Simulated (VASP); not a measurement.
Runs of VASP 6.6.1 on CdTe. The structure is that of space group F-43m (No. 216), or close to it. The cells are those of the table. 

| spin | cell | k mesh | smearing | pressure (GPa) | moment (μB) |
| --- | --- | --- | --- | --- | --- |
| non-collinear, zero start, SOC | a = 4.589 Å, angles 60.0, 60.0, 90.0°, 2 atoms | 6 × 6 × 6 | gaussian 0.01 eV | 0.2 | 0.00 |
| off | a = 4.589 Å, angles 60.0, 60.0, 90.0°, 2 atoms | 10 × 10 × 10 | fermi-dirac 0.1 eV | 0.2 | - |
| non-collinear, zero start, SOC | a = 4.612, b = 4.612, c = 4.586 Å, angles 59.8, 59.8, 90.0°, 2 atoms | 6 × 6 × 6 | gaussian 0.01 eV | 0.1 | 0.00 |
| non-collinear, zero start, SOC | a = 4.543, b = 4.543, c = 4.597 Å, angles 60.4, 60.4, 90.0°, 2 atoms | 6 × 6 × 6 | gaussian 0.01 eV | (b) | 0.00 |
| non-collinear, zero start, SOC | a = 4.497, b = 4.497, c = 4.606 Å, angles 60.8, 60.8, 90.0°, 2 atoms | 6 × 6 × 6 | gaussian 0.01 eV | 0.8 | 0.00 |
| non-collinear, zero start, SOC | a = 4.635, b = 4.635, c = 4.583 Å, angles 59.6, 59.6, 90.0°, 2 atoms | 6 × 6 × 6 | gaussian 0.01 eV | -0.1 | 0.00 |
| non-collinear, zero start, SOC | a = 4.566, b = 4.566, c = 4.593 Å, angles 60.2, 60.2, 90.0°, 2 atoms | 6 × 6 × 6 | gaussian 0.01 eV | (a) | 0.00 |

Alike in all rows: level PBEsol; potentials or basis VASP PAW PBE potentials, release 64 (Cd, Te).

Task: Fill in the values left out.

Result: (a) 0.3; (b) 0.5.

Caveats: the PAW data sets were made with another functional, which shifts forces and pressure a little.
